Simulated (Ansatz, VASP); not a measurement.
# Cu in VASP and in Ansatz

```xyz
1
Lattice="2.3371 0.0000 0.0000 0.0000 2.3371 0.0000 0.0000 0.0000 2.3371" Properties=species:S:1:pos:R:3 pbc="T T T"
Cu    0.0000    0.0000    0.0000
```

Alike in both runs: task single point; functional r2SCAN; k mesh 15 × 15 × 15; occupations fermi-dirac, width 0.1 eV; no spin polarisation.

|  | VASP | Ansatz |
| --- | --- | --- |
| version | VASP 6.6.1 | Ansatz 0.2.0 |
| potentials or method | VASP PAW PBE potentials, release 64 (Cu), cutoff 520 eV | plane waves (500 eV) with PAW, scalar-relativistic |
| valence electrons in the cell | 11 | 19 |

```tsv
	VASP	Ansatz	Ansatz less VASP
pressure (GPa)	5.9	5.3	-0.58
```

VASP's potentials were made for PBE, not for r2SCAN. VASP's potentials hold 11 valence electrons a cell and Ansatz's 19, so a difference there can come from the potentials and not from the codes.
